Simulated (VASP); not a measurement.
# MgH2 (P4_2/mnm) in VASP: further runs

The runs below take MgH2 through single point, relaxation of cell and atoms, with PBE.

Everything below comes from runs of VASP 6.6.1. Logs are shortened: lines on timing, memory, paths and dates and some standing lists are left out, and cuts for length are marked.

### Step 1. The cell of the first run

The structure is tetragonal, space group P4_2/mnm (No. 136). Conventional cell: a = 4.516 Å, b = 4.516 Å, c = 3.013 Å, α = 90.00°, β = 90.00°, γ = 90.00°. Mg (site symmetry mmm) has 6 H at 1.94 to 1.96 Å within 2.6 Å. Within 2.6 Å of H (site symmetry m2m) lie 3 Mg at 1.94 to 1.96 Å and 1 H at 2.50 Å.

### Step 2. Single point, PBE

Contents of INCAR:

```
SYSTEM = MgH2
PREC = Accurate
ENCUT = 520
EDIFF = 1E-6
ISMEAR = 0
SIGMA = 0.02
LREAL = .False.
LASPH = .True.
NELM = 80
ALGO = Normal
ISIF = 2
LWAVE = .False.
LCHARG = .False.
GGA = PE
NBANDS = 13
```

Contents of KPOINTS:

```
regular mesh
0
Gamma
  6 6 8
  0 0 0
```

Contents of POSCAR:

```
MgH2
1.0
    4.5163328532      0.0000000000      0.0000000000
    0.0000000000      4.5163328532      0.0000000000
    0.0000000000      0.0000000000      3.0129716961
Mg H
2 4
Direct
    0.5000000000      0.5000000000      0.5000000000
    0.0000000000      0.0000000000      0.0000000000
    0.6956545141      0.6956545141      0.0000000000
    0.8043454859      0.1956545141      0.5000000000
    0.3043454859      0.3043454859      0.0000000000
    0.1956545141      0.8043454859      0.5000000000
```

Potentials or basis: VASP PAW PBE potentials, release 64 (Mg, H).

Command:

```console
$ cat potpaw_PBE.64/Mg/POTCAR potpaw_PBE.64/H/POTCAR > POTCAR
$ mpirun -np 1 vasp_std > vasp.out
```

OUTCAR:

```text
SYSTEM = MgH2
   PREC = Accurate
   ENCUT = 520
   EDIFF = 1E-6
   ISMEAR = 0
   LREAL = .False.
   LASPH = .True.
   NELM = 80
   ISIF = 2
   GGA = PE

 ion  position               nearest neighbor table
   1  0.500  0.500  0.500-   4 1.94   6 1.94   5 1.96   3 1.96   3 1.96   5 1.96   2 3.53   2 3.53
                             2 3.53   2 3.53   2 3.53   2 3.53   2 3.53   2 3.53
   2  0.000  0.000  0.000-   3 1.94   5 1.94   4 1.96   6 1.96   4 1.96   6 1.96   1 3.53   1 3.53
                             1 3.53   1 3.53   1 3.53   1 3.53   1 3.53   1 3.53
   3  0.696  0.696  0.000-   2 1.94   1 1.96   1 1.96
   4  0.804  0.196  0.500-   1 1.94   2 1.96   2 1.96
   5  0.304  0.304  0.000-   2 1.94   1 1.96   1 1.96
   6  0.196  0.804  0.500-   1 1.94   2 1.96   2 1.96

  LATTYP: Found a simple tetragonal cell.
 ALAT       =     4.5163328532
 C/A-ratio  =     0.6671279098

  Lattice vectors:

 A1 = (   4.5163328532,   0.0000000000,   0.0000000000)
 A2 = (   0.0000000000,   4.5163328532,   0.0000000000)
 A3 = (   0.0000000000,   0.0000000000,   3.0129716961)

Analysis of symmetry for initial positions (statically):
=====================================================================
 Subroutine PRICEL returns:
 Original cell was already a primitive cell.

 Routine SETGRP: Setting up the symmetry group for a
 simple tetragonal supercell.

 Subroutine GETGRP returns: Found 16 space group operations
 (whereof  8 operations were pure point group operations)
 out of a pool of 16 trial point group operations.

The static configuration has the point symmetry D_2h.
 The point group associated with its full space group is D_4h.

Analysis of symmetry for dynamics (positions and initial velocities):
=====================================================================
 Subroutine PRICEL returns:
 Original cell was already a primitive cell.

 Routine SETGRP: Setting up the symmetry group for a
 simple tetragonal supercell.

 Subroutine GETGRP returns: Found 16 space group operations
 (whereof  8 operations were pure point group operations)
 out of a pool of 16 trial point group operations.

The dynamic configuration has the point symmetry D_2h.
 The point group associated with its full space group is D_4h.

 Subroutine INISYM returns: Found 16 space group operations
 (whereof  8 operations are pure point group operations),
 and found     1 'primitive' translations

----------------------------------------------------------------------------------------

                                     Primitive cell

  volume of cell :      61.4564

  direct lattice vectors                    reciprocal lattice vectors
     4.516332853  0.000000000  0.000000000     0.221418578  0.000000000  0.000000000
     0.000000000  4.516332853  0.000000000     0.000000000  0.221418578  0.000000000
     0.000000000  0.000000000  3.012971696     0.000000000  0.000000000  0.331898239

  length of vectors
     4.516332853  4.516332853  3.012971696     0.221418578  0.221418578  0.331898239

  position of ions in fractional coordinates (direct lattice)
     0.500000000  0.500000000  0.500000000
     0.000000000  0.000000000  0.000000000
     0.695654514  0.695654514  0.000000000
     0.804345486  0.195654514  0.500000000
     0.304345486  0.304345486  0.000000000
     0.195654514  0.804345486  0.500000000

  ion indices of the primitive-cell ions
   primitive index   ion index
                 1           1
                 2           2
                 3           3
                 4           4
                 5           5
                 6           6

----------------------------------------------------------------------------------------

 KPOINTS: regular mesh

Automatic generation of k-mesh.
 Grid dimensions read from file:
 generate k-points for:    6    6    8

 Generating k-lattice:

  Cartesian coordinates                     Fractional coordinates (reciprocal lattice)
     0.036903096  0.000000000  0.000000000     0.166666667  0.000000000  0.000000000
     0.000000000  0.036903096  0.000000000     0.000000000  0.166666667  0.000000000
     0.000000000  0.000000000  0.041487280     0.000000000  0.000000000  0.125000000

  Length of vectors
     0.036903096  0.036903096  0.041487280

  Shift w.r.t. Gamma in fractional coordinates (k-lattice)
     0.000000000  0.000000000  0.000000000

 Subroutine IBZKPT returns following result:
 ===========================================

 Found     50 irreducible k-points:

 Following reciprocal coordinates:
            Coordinates               Weight
  0.000000  0.000000  0.000000      1.000000
  0.166667  0.000000  0.000000      4.000000
  0.333333  0.000000  0.000000      4.000000
  0.500000  0.000000  0.000000      2.000000
  0.166667  0.166667  0.000000      4.000000
  0.333333  0.166667  0.000000      8.000000
[... 16 lines left out ...]
  0.333333  0.000000  0.250000      8.000000
  0.500000  0.000000  0.250000      4.000000
 [... further k-points ...]
   k-points           NKPTS =     50   k-points in BZ     NKDIM =     50   number of bands    NBANDS=     13
   number of dos      NEDOS =    301   number of ions     NIONS =      6
   total plane-waves  NPLWV =  31104
   dimension x,y,z NGX =    36 NGY =   36 NGZ =   24
   dimension x,y,z NGXF=    72 NGYF=   72 NGZF=   48
   ions per type =               2   4
   NGX,Y,Z   is equivalent  to a cutoff of  13.25, 13.25, 13.24 a.u.
   NGXF,Y,Z  is equivalent  to a cutoff of  26.50, 26.50, 26.48 a.u.
 SYSTEM =  MgH2
   PREC   = accura    normal or accurate (medium, high low for compatibility)
   ISTART =      0    job   : 0-new  1-cont  2-samecut
   ICHARG =      2    charge: 1-file 2-atom 10-const
   ISPIN  =      1    spin polarized calculation?
   LNONCOLLINEAR =      F non collinear calculations
   LSORBIT =      F    spin-orbit coupling
   LASPH  =      T    aspherical Exc in radial PAW
   ENCUT  =  520.0 eV  38.22 Ry    6.18 a.u.   8.40  8.40  5.60*2*pi/ulx,y,z
   NELM   =     80;   NELMIN=  2; NELMDL= -5     # of ELM steps
   EDIFF  = 0.1E-05   stopping-criterion for ELM
   LREAL  =      F    real-space projection
   EDIFFG = 0.1E-04   stopping-criterion for IOM
   NSW    =      0    number of steps for IOM
   IBRION =     -1    ionic relax: 0-MD 1-quasi-New 2-CG
   NFREE  =      0    steps in history (QN), initial steepest desc. (CG)
   ISIF   =      2    stress and relaxation
   ISYM   =      2    0-nonsym 1-usesym 2-fastsym
   POTIM  = 0.5000    time-step for ionic-motion
   TEBEG  =    0.0;   TEEND  =   0.0 temperature during run
   PSTRESS=    0.0 pullay stress
   NELECT =       8.0000    total number of electrons
   NUPDOWN=      -1.0000    fix difference up-down
   EMIN   =  10.00;   EMAX   =-10.00  energy-range for DOS
   EFERMI =   0.00;   METHOD = LEGACY
   ISMEAR =     0;   SIGMA  =   0.02  broadening in eV -4-tet -1-fermi 0-gaus
   EFERMI_NEDOS =   21; number of points for ismear=-14 and -15
   IALGO  =     38    algorithm
   IMIX   =      4    mixing-type and parameters
     AMIX     =   0.40;   BMIX     =  1.00
     AMIX_MAG =   1.60;   BMIX_MAG =  1.00
  volume/ion in A,a.u.               =      10.24        69.12
  Fermi-wavevector in a.u.,A,eV,Ry     =   0.829690  1.567887  9.366053  0.688385
  Thomas-Fermi vector in A             =   1.942280
   LORBIT       =      0    0 simple, 1 ext, 2 COOP (PROOUT), +10 PAW based schemes
   GGA     = PE    functional components
   LHFCALC =     F    Hartree Fock is set to
   AEXX    =    0.0000 exact exchange contribution
   IVDW    =     0    specifies the selected vdW correction
   LEPSILON=     F    determine dielectric tensor
   LRPA    =     F    only Hartree local field effects (RPA)
 non-spin polarized calculation
 Gauss-broadening in eV      SIGMA  =   0.02
  energy-cutoff  :      520.00
  volume of cell :       61.46
 maximum number of plane-waves:      1679
 NGX is ok and might be reduce to    36
   NGX = 17   NGY = 17   NGZ = 11

 number of electron       8.0000003 magnetization

 Free energy of the ion-electron system (eV)
  ---------------------------------------------------
  ext. energy  EPLUGINS =         0.00000000
  ---------------------------------------------------
  free energy    TOTEN  =       -17.65347893 eV

  energy without entropy =      -17.65347893  energy(sigma->0) =      -17.65347893

 E-fermi :  -0.5230     XC(G=0):  -8.3960

 val. band max:       -0.6125993365   @ k =   0.1667   0.1667   0.1250
 cond. band min:       3.1878470089   @ k =   0.3333   0.3333   0.5000
 fundamental gap:      3.8004463454
 Fermi energy:        -0.5230297314

 k-point     1 :       0.0000    0.0000    0.0000
  band No.  band energies     occupation
      1      -7.0298      2.00000
      2      -2.0621      2.00000
      3      -2.0621      2.00000
      4      -1.0488      2.00000
      5       4.1301      0.00000
      6       4.3972      0.00000
      7       8.5323      0.00000
      8       8.5323      0.00000
      9      10.3671      0.00000
     10      10.6859      0.00000
     11      11.6141      0.00000
     12      14.4403      0.00000
     13      14.4403      0.00000

 k-point     2 :       0.1667    0.0000    0.0000
  band No.  band energies     occupation
      1      -6.8464      2.00000
      2      -2.9427      2.00000
      3      -1.9393      2.00000
      4      -0.7052      2.00000
      5       4.1595      0.00000
      6       4.9756      0.00000
      7       7.3175      0.00000
      8       8.9978      0.00000
      9      10.8566      0.00000
     10      11.7441      0.00000
     11      12.1339      0.00000
     12      13.7430      0.00000
     13      14.6194      0.00000

 k-point     3 :       0.3333    0.0000    0.0000
  band No.  band energies     occupation
      1      -6.3028      2.00000
      2      -4.2551      2.00000
      3      -1.5953      2.00000
      4      -0.7170      2.00000
      5       4.1572      0.00000
      6       5.8249      0.00000
      7       6.9119      0.00000
      8       9.9686      0.00000
      9      11.3669      0.00000
     10      11.9535      0.00000
     11      12.3964      0.00000
     12      13.3571      0.00000
     13      13.6214      0.00000

 k-point     4 :       0.5000    0.0000    0.0000
  band No.  band energies     occupation
      1      -5.4213      2.00000
      2      -5.4213      2.00000
      3      -1.1192      2.00000
      4      -1.1192      2.00000
      5       4.7197      0.00000
      6       4.7197      0.00000
      7       9.4483      0.00000
      8       9.4483      0.00000
      9      11.1200      0.00000
     10      11.1200      0.00000
     11      12.2085      0.00000
     12      12.2085      0.00000
     13      15.3616      0.00000

 k-point     5 :       0.1667    0.1667    0.0000
  band No.  band energies     occupation
      1      -6.6647      2.00000
      2      -3.0482      2.00000
      3      -2.4638      2.00000
      4      -0.6160      2.00000
      5       4.5584      0.00000
      6       5.1576      0.00000
      7       7.4722      0.00000
      8       8.9237      0.00000
      9      11.0276      0.00000
     10      11.5900      0.00000
     11      13.2725      0.00000
     12      13.7331      0.00000
     13      14.0030      0.00000
[... 257 lines left out ...]
 k-point    22 :       0.1667    0.0000    0.2500
  band No.  band energies     occupation
      1      -5.9304      2.00000
      2      -2.3215      2.00000
      3      -1.3954      2.00000
      4      -0.9085      2.00000
      5       4.8256      0.00000
      6       5.5801      0.00000
      7       6.3927      0.00000
      8       7.1589      0.00000
      9       9.0173      0.00000
     10       9.2918      0.00000
     11      10.1147      0.00000
     12      11.0654      0.00000
     13      12.3327      0.00000

 k-point    23 :       0.3333    0.0000    0.2500
  band No.  band energies     occupation
      1      -5.4088      2.00000
      2      -3.4876      2.00000
      3      -1.1705      2.00000
      4      -0.7985      2.00000
      5       5.1044      0.00000
      6       5.8428      0.00000
      7       5.9317      0.00000
      8       7.2213      0.00000
      9       7.9213      0.00000
     10       9.8629      0.00000
     11      10.2513      0.00000
     12      12.4710      0.00000
     13      13.2079      0.00000

 k-point    24 :       0.5000    0.0000    0.2500
  band No.  band energies     occupation
      1      -4.5713      2.00000
      2      -4.5713      2.00000
      3      -0.9198      2.00000
      4      -0.9198      2.00000
      5       5.2301      0.00000
      6       5.2301      0.00000
      7       6.6829      0.00000
      8       6.6829      0.00000
      9       8.6525      0.00000
     10       8.6525      0.00000
     11      12.2526      0.00000
     12      12.2526      0.00000
     13      13.7678      0.00000

 [... further k-points ...]

------------------------ aborting loop because EDIFF is reached ----------------------------------------

  FORCE on cell =-STRESS in cart. coord.  units (eV):
  Direction    XX          YY          ZZ          XY          YZ          ZX
  --------------------------------------------------------------------------------------
  -------------------------------------------------------------------------------------
  Total       -0.0918267     -0.0918267     -0.1262350     -0.0000000      0.0000000      0.0000000
  in kB       -2.3939363     -2.3939363     -3.2909658     -0.0000000      0.0000000      0.0000000
  external PRESSURE =      -2.6929462 kB  Pullay stress =       0.0000000 kB

 VOLUME and BASIS-vectors are now :
 -----------------------------------------------------------------------------
  energy-cutoff  :      520.00
  volume of cell :       61.46
      direct lattice vectors                 reciprocal lattice vectors
     4.516332853  0.000000000  0.000000000     0.221418578  0.000000000  0.000000000
     0.000000000  4.516332853  0.000000000     0.000000000  0.221418578  0.000000000
     0.000000000  0.000000000  3.012971696     0.000000000  0.000000000  0.331898239

 POSITION                                       TOTAL-FORCE (eV/Angst)
 -----------------------------------------------------------------------------------
      2.25817      2.25817      1.50649         0.000000      0.000000      0.000000
      0.00000      0.00000      0.00000         0.000000      0.000000      0.000000
      3.14181      3.14181      0.00000        -0.001559     -0.001559     -0.000000
      3.63269      0.88364      1.50649         0.001559     -0.001559     -0.000000
      1.37453      1.37453      0.00000         0.001559      0.001559      0.000000
      0.88364      3.63269      1.50649        -0.001559      0.001559      0.000000
 -----------------------------------------------------------------------------------
    total drift:                                0.000000     -0.000000     -0.000000

  FREE ENERGIE OF THE ION-ELECTRON SYSTEM (eV)
  ---------------------------------------------------
  free  energy   TOTEN  =       -17.6534789280 eV

  energy  without entropy=      -17.6534789280  energy(sigma->0) =      -17.65347893
```

Wall time 37 s (1 thread of AMD EPYC 7R43 (Zen 3), shared host); peak memory 0.16 GiB.

Results:

- Free energy: -17.6535 eV
- Pressure: -0.3 GPa
- Band gap on the k mesh: 3.80 eV (least direct gap 4.55 eV)

Forces on the atoms (eV/Å):
```
Mg   0.000  0.000  0.000
Mg   0.000  0.000  0.000
H   -0.002 -0.002  0.000
H    0.002 -0.002  0.000
H    0.002  0.002  0.000
H   -0.002  0.002  0.000
```

Stress tensor (GPa, compression positive):
```
-0.24  0.00  0.00
 0.00 -0.24  0.00
 0.00  0.00 -0.33
```

A k mesh can miss the band edges.

### Step 3. Relaxation of cell and atoms, PBE

This run uses another cell than the first one, of 10.00 Å³/atom.

Contents of INCAR:

```
SYSTEM = MgH2
  PREC = Accurate
  ENCUT = 600
  EDIFF = 1E-7
  ISMEAR = 0
  SIGMA = 0.02
  LREAL = .False.
  LASPH = .True.
  NELM = 100
  ALGO = Normal
  ISIF = 3
  LWAVE = .False.
  LCHARG = .False.
  GGA = PE
  IBRION = 2
  NSW = 100
  EDIFFG = -0.01
```

KPOINTS is that of step 2.

Contents of POSCAR:

```
MgH2
1.0
    4.4766941100      0.0000000000      0.0000000000
    0.0000000000      4.4766941100      0.0000000000
    0.0000000000      0.0000000000      2.9925370200
Mg H
2 4
Direct
    0.5000000000      0.5000000000      0.5000000000
    0.0000000000      0.0000000000      0.0000000000
    0.6955720200      0.6955720200      0.0000000000
    0.8044279800      0.1955720000      0.5000000000
    0.3044280100      0.3044280100      0.0000000000
    0.1955720000      0.8044279800      0.5000000000
```

Potentials or basis: VASP PAW PBE potentials, release 64 (Mg, H).

Command:

```console
$ cat potpaw_PBE.64/Mg/POTCAR potpaw_PBE.64/H/POTCAR > POTCAR
$ mpirun -np 1 vasp_std > vasp.out
```

It took 60 s on 1 thread of AMD EPYC 7R43 (Zen 3), shared host; peak memory 0.16 GiB.

Results (log left out):

| Quantity | Value |
| --- | --- |
| Free energy | -17.6546 eV |
| Relaxed volume | 10.20 Å³/atom |
| Relaxed cell | a = 4.506 Å, b = 4.506 Å, c = 3.013 Å, α = 90.00°, β = 90.00°, γ = 90.00° |
| Space group after relaxing (to 0.1 Å) | P4_2/mnm (No. 136) |
| Energy gained by relaxing | 0.7 meV/atom |
| Ionic steps | 5 |
| Pressure after relaxing | 0.0 GPa |
| Band gap on the k mesh | 3.80 eV (least direct gap 4.56 eV) |

Forces on the atoms (eV/Å):
```
Mg   0.000  0.000  0.000
Mg   0.000  0.000  0.000
H   -0.002 -0.002  0.000
H    0.002 -0.002  0.000
H    0.002  0.002  0.000
H   -0.002  0.002  0.000
```

Stress tensor (GPa, compression positive):
```
 0.08  0.00  0.00
 0.00  0.08  0.00
 0.00  0.00 -0.12
```

The path:
```
step  energy change (eV)  largest force (eV/Å)  pressure (GPa)  volume (Å³)
   1              0.0000                0.0072            1.10        59.97
   2             -0.0030                0.0012            0.54        60.57
   3             -0.0040                0.0048           -0.02        61.20
   4             -0.0040                0.0044            0.01        61.16
   5             -0.0041                0.0022            0.01        61.19
```

Final structure:
```
Mg H
1.0
     4.50634    0.00000    0.00000
     0.00000    4.50634    0.00000
     0.00000    0.00000    3.01300
Mg H
2 4
Direct
  0.50000 0.50000 0.50000
  0.00000 0.00000 0.00000
  0.69564 0.69564 0.00000
  0.80436 0.19564 0.50000
  0.30436 0.30436 0.00000
  0.19564 0.80436 0.50000
```

Levels at points of the mesh, in eV from the valence-band top:
| k point | band 1 | band 2 | band 3 | band 4 | band 5 | band 6 | band 7 | band 8 |
| --- | --- | --- | --- | --- | --- | --- | --- | --- |
| (0.00, 0.00, 0.00) | -6.44 | -1.45 | -1.45 | -0.43 | 4.74 | 5.03 | 9.18 | 9.18 |
| (0.50, 0.00, 0.00) | -4.83 | -4.83 | -0.51 | -0.51 | 5.35 | 5.35 | 10.09 | 10.09 |
| (0.50, 0.50, 0.00) | -3.75 | -3.75 | -2.73 | -2.73 | 9.05 | 9.05 | 9.20 | 9.20 |
| (0.00, 0.00, 0.50) | -3.02 | -3.02 | -0.08 | -0.08 | 6.32 | 6.32 | 6.81 | 6.81 |
| (0.50, 0.00, 0.50) | -2.28 | -2.28 | -1.09 | -1.09 | 5.17 | 5.17 | 6.81 | 6.81 |
| (0.50, 0.50, 0.50) | -1.89 | -1.89 | -0.95 | -0.95 | 3.86 | 3.86 | 4.18 | 4.18 |
